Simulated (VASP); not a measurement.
Ni, 2 atoms in the cell. The structure is cubic, space group Fd-3m (No. 227). Conventional cell: a = 5.076 Å, b = 5.076 Å, c = 5.076 Å, α = 90.00°, β = 90.00°, γ = 90.00°. Within 2.9 Å of Ni (site symmetry -43m) lie 4 Ni at 2.20 Å.  This cell differs from its parent crystal: volume scaled by 0.96.

- Program: VASP 6.6.1
- Task: single point
- Functional: revPBE
- Potentials or basis: VASP PAW PBE potentials, release 64 (Ni)
- Cutoff: 520 eV
- k mesh: 12 × 12 × 12
- Occupations: fermi-dirac, width 0.05 eV
- Spin: collinear spin, ferromagnetic start
- Starting moments: [0.849, 0.849] μB
- Dipole correction: no
- Further INCAR settings: ALGO = Normal; EDIFF = 1e-06; NBANDS = 21

Potentials or basis: VASP PAW PBE potentials, release 64 (Ni).

Run with:

```bash
$ cat potpaw_PBE.64/Ni/POTCAR > POTCAR
$ mpirun -np 1 vasp_std > vasp.out
```

Hardware: 1 thread of AMD EPYC 9R45 96-Core Processor (Zen 5), on a shared host.

How long does it take, and how much memory?

Wall time 64 s on 1 thread of AMD EPYC 9R45 96-Core Processor (Zen 5), with other jobs on the host, peak memory 0.18 GiB. Counts: scf iterations 15, k points 72.
